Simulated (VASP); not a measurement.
Set up this calculation in VASP 6.6.1, as the native input.

| Item | Value |
| --- | --- |
| Task | electric field gradients |
| Functional | LDA |
| Potentials or basis | VASP PAW LDA potentials, release 64 (Ag) |
| Cutoff | 520 eV |
| k mesh | 15 × 15 × 15 |
| Occupations | fermi-dirac, width 0.05 eV |
| Spin | no spin polarisation |
| Dipole correction | no |
| Further INCAR settings | ALGO = Normal; EDIFF = 1e-08; NBANDS = 12 |

The structure of Ag lies in POSCAR:

```
Ag
1.0
    0.0000000000      2.0839620000      2.0431000000
    2.0839620000      0.0000000000      2.0431000000
    2.0839620000      2.0839620000      0.0000000000
Ag
1
Direct
    0.0000000000      0.0000000000      0.0000000000
```

This cell differs from its parent crystal: equal xx and yy strain of +2 %.

One way to write it, as run:

INCAR

```
SYSTEM = Ag
ALGO = Normal
EDIFF = 1E-8
ENCUT = 520
ISIF = 2
ISMEAR = -1
LASPH = .TRUE.
LCHARG = .FALSE.
LEFG = .TRUE.
LREAL = .FALSE.
LWAVE = .FALSE.
NBANDS = 12
NELM = 80
PREC = Accurate
SIGMA = 0.05
```

KPOINTS

```
k-points
0
G
  15 15 15
  0 0 0
```

Potentials or basis: VASP PAW LDA potentials, release 64 (Ag).

Launch:

```sh
$ cat potpaw_LDA.64/Ag/POTCAR > POTCAR
$ mpirun -np 1 vasp_std > vasp.out
```

Results of the run:

The pressure is -10.6 GPa.

Caveat: the cell differs from its parent crystal (equal xx and yy strain of +2 %); without QUAD_EFG the Cq values of the log hold for a quadrupole moment of 1 mb, not for the nuclei.

It took 41 s on 1 thread of AMD EPYC 9R14 (Zen 4), on a shared host, peak memory 0.14 GiB.
